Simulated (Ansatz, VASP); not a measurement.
# One calculation of PbS, two programs

File POSCAR:

```
PbS
1.0
    0.0000000000      3.0168111548      3.0168111548
    3.0168111548      0.0000000000      3.0168111548
    3.0168111548      3.0168111548      0.0000000000
Pb S
1 1
Direct
    0.0000000000      0.0000000000      0.0000000000
    0.5000000000      0.5000000000      0.5000000000
```

The input INCAR.step1:

```
SYSTEM = PbS
PREC = Accurate ; ENCUT = 520
ISMEAR = 0 ; SIGMA = 0.01
LREAL = .False. ; LASPH = .True.
NELM = 80 ; NBANDS = 17
GGA = PE ; ALGO = Normal
EDIFF = 1E-4 ; LWAVE = .True.
LCHARG = .False.
```

File INCAR.step2:

```
SYSTEM = PbS
PREC = Accurate ; ENCUT = 520
EDIFF = 1E-6 ; ISMEAR = 0
SIGMA = 0.01 ; LREAL = .False.
LASPH = .True. ; NELM = 80
ALGO = Normal ; ISIF = 2
LWAVE = .False. ; LCHARG = .False.
METAGGA = R2SCAN ; LMIXTAU = .True.
NBANDS = 17 ; ISTART = 1
```

File KPOINTS:

```
regular mesh
0
Gamma
  6 6 6
  0 0 0
```

Input for Ansatz:

```yaml
crystal:
  lattice:
    - [0.0, 3.0168111548, 3.0168111548]
    - [3.0168111548, 0.0, 3.0168111548]
    - [3.0168111548, 3.0168111548, 0.0]
  atoms:
    - { symbol: Pb, position: [0.0, 0.0, 0.0] }
    - { symbol: S, position: [0.5, 0.5, 0.5] }
kpoints:
  mp_grid: { grid: [6, 6, 6] }
hamiltonian:
  xc: r2scan
scf:
  occupations: { method: fixed }
  n_extra_bands: 4
output:
  forces: true
  stress: true
  eigenvalues: true
```

Alike in both runs: task single point; functional r2SCAN; k mesh 6 × 6 × 6; no spin polarisation.

|  | VASP | Ansatz |
| --- | --- | --- |
| version | VASP 6.6.1 | Ansatz 0.2.0 |
| potentials or method | VASP PAW PBE potentials, release 64 (Pb_d, S) | plane waves, PAW |
| plane-wave cutoff (eV) | 520 | 500 |
| occupations | gaussian, width 0.01 eV | fixed |
| valence electrons in the cell | 20 | 20 |

```tsv
	VASP	Ansatz	Ansatz less VASP
gap on the k mesh at the Fermi level (eV)	0.80	0.80	-0.009
pressure (GPa)	-1.6	-1.6	+0.02
```

VASP's potentials were made for PBE, not for r2SCAN.

Spin-orbit coupling is off throughout.
